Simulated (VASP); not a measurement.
Ir: single point with PBEsol

The system is Ir.

```
Ir
1.0
     2.71418    0.00000    0.00000
    -1.35709    2.35055    0.00000
     0.00000    0.00000    4.42136
Ir
2
Direct
  0.66667 0.33333 0.75000
  0.33333 0.66667 0.25000
```

```
Program                : VASP 6.6.1
Task                   : single point
Functional             : PBEsol
Potentials or basis    : VASP PAW PBE potentials, release 64 (Ir_sv_GW)
Cutoff                 : 500 eV
k mesh                 : 12 × 12 × 7
Occupations            : fermi-dirac, width 0.01 eV
Spin                   : no spin polarisation
Dipole correction      : no
Second run             : valence_matched
Further INCAR settings : ALGO = Normal; EDIFF = 1e-06; NBANDS = 24
```

The pressure is -3.2 GPa and the band gap on the k mesh is zero (band 17 reaches 13.90 eV, above the bottom of band 18 at 10.53 eV).

Levels at points of the mesh, in eV from the Fermi level:
```csv
k point,band 15,band 16,band 17,band 18,band 19,band 20
"(0.00, 0.00, 0.00)",-3.27,-2.41,-2.41,-0.96,0.24,0.24
"(0.50, 0.00, 0.00)",-3.09,0.72,0.94,1.13,2.95,4.41
```

It took 66 s on 1 thread of AMD EPYC 7R43 64-Core Processor (Zen 3) (shared host), peak memory 0.13 GiB.

Caveat: the PAW data sets were made with another functional, which shifts forces and pressure a little; spin-orbit coupling is left out, which moves the levels of the heavy elements.
